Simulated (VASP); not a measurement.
**Al: single point with PBE**

Crystal: Al.

```
Al
1.0
    -2.00935    2.00935    1.06404
     2.00935   -2.00935    1.06404
     2.00935    2.00935   -1.06404
Al
2
Cartesian
  0.0000 -1.0047 -0.2660
  0.0000 1.0047 0.2660
```

| Item | Value |
| --- | --- |
| Program | VASP 6.6.1 |
| Task | single point |
| Functional | PBE |
| Potentials or basis | VASP PAW PBE potentials, release 64 (Al) |
| Cutoff | 520 eV |
| k mesh | 20 × 20 × 20 |
| Occupations | fermi-dirac, width 0.08 eV |
| Spin | no spin polarisation |

```json
{
  "Pressure": "231.5 GPa",
  "Band gap on the k mesh": "zero (bands 3 and 4 overlap by 10.88 eV)"
}
```

Stress tensor (GPa, compression positive):
```
231.38   0.00   0.00
  0.00 231.38   0.00
  0.00   0.00 231.72
```

Levels at points of the mesh, in eV from the Fermi level:
| k point | band 1 | band 2 | band 3 | band 4 | band 5 | band 6 | band 7 |
| --- | --- | --- | --- | --- | --- | --- | --- |
| (0.00, 0.00, 0.00) | -16.36 | -0.89 | -0.23 | -0.23 | 3.62 | 10.80 | 13.76 |
| (0.50, 0.00, 0.00) | -7.29 | -5.91 | 0.01 | 1.05 | 1.53 | 4.08 | 9.18 |
| (0.50, 0.50, 0.00) | -11.93 | -11.93 | 3.11 | 3.11 | 5.59 | 5.59 | 15.09 |
| (0.50, 0.50, 0.50) | -8.46 | -8.46 | -6.78 | -6.78 | 11.95 | 11.95 | 21.58 |

It took 97 s on 1 thread of Intel Xeon 8259CL, with other jobs on the host, peak memory 0.21 GiB.

Caveat: the cell stands under pressure.
